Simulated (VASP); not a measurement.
A run of VASP 6.6.1 is set up as follows.

File INCAR:

```
PREC = Accurate
ENCUT = 520
EDIFF = 1E-6
ISMEAR = -1
SIGMA = 0.05
LREAL = F
LASPH = T
NELM = 60
ALGO = Normal
ISIF = 2
LWAVE = F
LCHARG = F
GGA = PE
NBANDS = 15
```

KPOINTS

```
Automatic mesh
0
Gamma
  9 9 9
```

The input POSCAR:

```
KF
1.0
    0.0000000000      2.6718500000      2.6718500000
    2.5649760000      0.0000000000      2.6718500000
    2.5649760000      2.6718500000      0.0000000000
K F
1 1
Direct
    0.0000000000      0.0000000000      0.0000000000
    0.5000000000      0.5000000000      0.5000000000
```

Potentials or basis: VASP PAW PBE potentials, release 64 (K_sv, F).

Launch:

```bash
$ cat potpaw_PBE.64/K_sv/POTCAR potpaw_PBE.64/F/POTCAR > POTCAR
$ mpirun -np 1 vasp_std > vasp.out
```

Task: Predict the band gap on the k mesh.

Result: 6.32 eV.

Task: Predict the pressure.

Result: 3.2 GPa.

Stress tensor (GPa, compression positive):
```
5.40 0.00 0.00
0.00 2.14 0.00
0.00 0.00 2.14
```

Caveat: the cell stands under pressure. Expect the measured gap to be larger: semilocal functionals such as PBE lack the derivative discontinuity.
